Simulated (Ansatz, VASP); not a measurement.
**Ca in VASP and in Ansatz**

INCAR

```
ALGO = Normal
EDIFF = 1E-8
ENCUT = 400
GGA = CA
GGA_COMPAT = False
ISIF = 2
ISMEAR = -1
LASPH = True
LCHARG = False
LEFG = True
LREAL = False
LWAVE = False
NBANDS = 11
NELM = 120
PREC = Accurate
SIGMA = 0.08
```

The input KPOINTS:

```
k-points
0
Gamma
  11 11 11
```

File POSCAR:

```
Ca
1.0
    0.0000000000      2.7942000000      2.7942000000
    2.7942000000      0.0000000000      2.7942000000
    2.7942000000      2.7942000000      0.0000000000
Ca
1
Direct
    0.0000000000      0.0000000000      0.0000000000
```

Input for Ansatz:

```yaml
crystal:
  lattice:
    - [0.0, 2.7942, 2.7942]
    - [2.7942, 0.0, 2.7942]
    - [2.7942, 2.7942, 0.0]
  atoms:
    - { symbol: Ca, position: [0.0, 0.0, 0.0] }
kpoints:
  mp_grid: { grid: [11, 11, 11] }
  band_path:
    path:
      - [0.0, 0.0, 0.0]
      - [0.5, 0.0, 0.5]
      - [0.625, 0.25, 0.625]
      - [0.375, 0.375, 0.75]
      - [0.0, 0.0, 0.0]
      - [0.5, 0.5, 0.5]
      - [0.5, 0.25, 0.75]
      - [0.5, 0.0, 0.5]
    npoints: 5
scf:
  occupations: { method: fermi_dirac, width: 0.08 }
hamiltonian:
  xc: lda
  pseudopotentials: { kind: paw }
output:
  forces: true
  stress: true
  eigenvalues: true
  efg: { contact_densities: true }
```

Alike in both runs: task electric field gradients; functional LDA; k mesh 11 × 11 × 11; occupations fermi-dirac, width 0.08 eV; no spin polarisation.

|  | VASP | Ansatz |
| --- | --- | --- |
| version | VASP 6.6.1 | Ansatz 0.2.0 |
| potentials or method | VASP PAW LDA potentials, release 64 (Ca_sv) | PAW with Ansatz's default frozen-core files, scalar-relativistic |
| plane-wave cutoff (eV) | 400 | 420 |
| valence electrons in the cell | 10 | 10 |

```csv
,VASP,Ansatz,Ansatz less VASP
pressure (GPa),-2.1,-2.1,+0.01
```

LDA's correlation is that of Perdew and Zunger in VASP and of Perdew and Wang (1992) in Ansatz.
